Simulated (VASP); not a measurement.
# SiNi: relaxation of cell and atoms with LDA

SiNi:

```xyz
8
Lattice="4.4968 0.0000 0.0000 0.0000 4.4968 0.0000 0.0000 0.0000 4.4968" Properties=species:S:1:pos:R:3 pbc="T T T"
Si    3.8677    3.8677    3.8677
Si    2.8775    0.6291    1.6193
Si    1.6193    2.8775    0.6291
Si    0.6291    1.6193    2.8775
Ni    0.6610    0.6610    0.6610
Ni    1.5874    3.8358    2.9094
Ni    2.9094    1.5874    3.8358
Ni    3.8358    2.9094    1.5874
```

```
Program                : VASP 6.6.1
Task                   : relaxation of cell and atoms
Functional             : LDA
Potentials or basis    : VASP PAW LDA potentials, release 64 (Si, Ni)
Cutoff                 : 600 eV
k mesh                 : 7 × 7 × 7
Occupations            : fermi-dirac, width 0.1 eV
Spin                   : collinear spin, ferromagnetic start
Starting moments       : [0.0, 0.0, 0.0, 0.0, 1.0, 1.0, 1.0, 1.0] μB
Dipole correction      : no
Further INCAR settings : ALGO = Normal; EDIFF = 1e-06; IBRION = 2; EDIFFG = -0.01; NSW = 80; ISIF = 3
```

```json
{"Relaxed volume": "10.88 Å³/atom", "Relaxed cell": "a = 4.432 Å, b = 4.432 Å, c = 4.432 Å, α = 90.00°, β = 90.00°, γ = 90.00°", "Space group after relaxing (to 0.1 Å)": "P2_13 (No. 198)", "Energy gained by relaxing": "42.9 meV/atom", "Ionic steps": "10", "Pressure after relaxing": "0.1 GPa", "Largest force after relaxing": "0.009 eV/Å", "Band gap on the k mesh": "zero (filled and empty bands overlap)", "Net moment": "0.00 μB per cell", "Valence electrons inside the program's atomic spheres": "Si 1.62; Ni 9.68"}
```

Forces on the atoms (eV/Å):
```
Si  -0.005 -0.005 -0.005
Si   0.005  0.005 -0.005
Si  -0.005  0.005  0.005
Si   0.005 -0.005  0.005
Ni   0.001  0.001  0.001
Ni  -0.001 -0.001  0.001
Ni   0.001 -0.001 -0.001
Ni  -0.001  0.001 -0.001
```

The path:
```tsv
step	energy change (eV)	largest force (eV/Å)	pressure (GPa)	volume (Å³)
1	0.0000	1.1018	-7.20	90.93
2	-0.2162	0.6452	7.57	84.37
3	-0.2308	0.7550	4.19	85.62
4	-0.3397	0.1008	0.89	86.76
5	-0.3418	0.0578	0.34	86.96
6	-0.3418	0.0556	0.45	86.93
7	-0.3423	0.0386	-0.37	87.27
8	-0.3424	0.0432	-0.16	87.18
9	-0.3429	0.0275	-0.07	87.14
10	-0.3432	0.0089	0.11	87.08
```

Final structure:
```cif
data_structure
_symmetry_space_group_name_H-M 'P 1'
_symmetry_Int_Tables_number 1
_cell_length_a 4.4324
_cell_length_b 4.4324
_cell_length_c 4.4324
_cell_angle_alpha 90.000
_cell_angle_beta 90.000
_cell_angle_gamma 90.000
_cell_volume 87.08
loop_
_atom_site_label
_atom_site_type_symbol
_atom_site_fract_x
_atom_site_fract_y
_atom_site_fract_z
_atom_site_occupancy
Si1 Si 0.84646 0.84646 0.84646 1
Si2 Si 0.65354 0.15354 0.34646 1
Si3 Si 0.34646 0.65354 0.15354 1
Si4 Si 0.15354 0.34646 0.65354 1
Ni1 Ni 0.14909 0.14909 0.14909 1
Ni2 Ni 0.35091 0.85091 0.64909 1
Ni3 Ni 0.64909 0.35091 0.85091 1
Ni4 Ni 0.85091 0.64909 0.35091 1
```

Levels at points of the mesh, in eV from the Fermi level:
Spin up:
```tsv
k point	band 26	band 27	band 28	band 29	band 30	band 31
(0.00, 0.00, 0.00)	-1.73	-1.73	1.09	1.09	1.09	1.43
```
Spin down:
| k point | band 25 | band 26 | band 27 | band 28 | band 29 | band 30 | band 31 | band 32 |
| --- | --- | --- | --- | --- | --- | --- | --- | --- |
| (0.00, 0.00, 0.00) | -1.73 | -1.73 | -1.73 | 1.09 | 1.09 | 1.09 | 1.43 | 1.43 |

Run time: 16 min on 1 thread of Oxide Virtual Turin-like Processor, on a shared host, peak memory 0.24 GiB.

LDA usually gives volumes a few per cent too small. Zero-point motion and thermal expansion aren't in these numbers.
